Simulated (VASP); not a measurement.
HfO2: single point with PBE

HfO2:

```xyz
3
Lattice="-0.0506 2.4786 2.4786 2.4786 -0.0506 2.4786 2.4786 2.4786 -0.0506" Properties=species:S:1:pos:R:3 pbc="T T T"
Hf    0.0000    0.0000    0.0000
O     1.2356    1.2356    1.2356
O     3.6710    3.6710    3.6710
```

This cell differs from its parent crystal: strain along [111] -3.0%.

```
Program             : VASP 6.6.1
Task                : single point
Functional          : PBE
Potentials or basis : VASP PAW PBE potentials, release 64 (Hf_pv, O)
Cutoff              : 520 eV
k mesh              : 8 × 8 × 8
Occupations         : fermi-dirac, width 0.02 eV
Spin                : no spin polarisation
```

```yaml
Pressure: 10.7 GPa
Largest_force: 0.008 eV/Å
Band_gap_on_the_k_mesh: 3.91 eV
```

Forces in eV/Å, atoms in the order of the input:
```
Hf   0.000  0.000  0.000
O    0.005  0.005  0.005
O   -0.005 -0.005 -0.005
```

Stress tensor (GPa, compression positive):
```
10.70  1.56  1.56
 1.56 10.70  1.56
 1.56  1.56 10.70
```

Levels at points of the mesh, in eV from the valence-band top:
```csv
k point,band 9,band 10,band 11,band 12,band 13,band 14
"(0.00, 0.00, 0.00)",-0.67,-0.60,-0.60,3.97,3.97,6.14
"(0.50, 0.00, 0.00)",-2.81,-1.98,-1.77,4.60,4.88,7.24
"(0.50, 0.50, 0.00)",-1.69,-1.50,0.00,3.91,5.72,6.94
"(0.50, 0.50, 0.50)",-2.81,-1.85,-1.85,4.82,4.82,7.67
```

It took 20 s on 1 thread of Intel(R) Xeon(R) 6975P-C (Granite Rapids), on a shared host, peak memory 0.17 GiB.

Caveat: the cell differs from its parent crystal (strain along [111] -3.0%); the cell stands under pressure; spin-orbit coupling is left out, which moves the levels of the heavy elements. A k mesh can miss the band edges.
